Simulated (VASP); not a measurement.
A run of VASP 6.6.1 is set up as follows.

The input INCAR:

```
SYSTEM = Ir
ALGO     = Fast           ! electronic algorithm
EDIFF    = 1E-6           ! SCF threshold, eV
ENCUT    = 520            ! plane-wave cutoff, eV
GGA      = PS             ! functional
ISIF     = 2              ! what is computed and relaxed
ISMEAR   = 0              ! smearing method
LASPH    = .TRUE.         ! aspherical terms in the spheres
LCHARG   = .FALSE.        ! write CHGCAR
LREAL    = .FALSE.        ! projectors in reciprocal space
LWAVE    = .FALSE.        ! write WAVECAR
NBANDS   = 20             ! bands
NELM     = 100            ! most SCF steps
PREC     = Accurate       ! precision mode
SIGMA    = 0.1            ! smearing width, eV
```

The input KPOINTS:

```
k-points
0
G
  12 12 16
  0 0 0
```

POSCAR

```
Ir
1.0
    4.3363662658      0.0000000000      0.0000000000
   -2.1681831329      3.7554033463      0.0000000000
    0.0000000000      0.0000000000      2.6677433701
Ir
3
Direct
    0.6666666667      0.3333333333      0.5000000000
    0.3333333333      0.6666666667      0.5000000000
    0.0000000000      0.0000000000      0.0000000000
```

Potentials or basis: VASP PAW PBE potentials, release 64 (Ir).

Command:

```bash
$ cat potpaw_PBE.64/Ir/POTCAR > POTCAR
$ mpirun -np 1 vasp_std > vasp.out
```

**Question.** Predict the pressure.

**Answer.** 0.8 GPa.

Stress tensor (GPa, compression positive):
```
0.84 0.00 0.00
0.00 0.84 0.00
0.00 0.00 0.63
```

Caveat: the PAW data sets were made with another functional, which shifts forces and pressure a little.
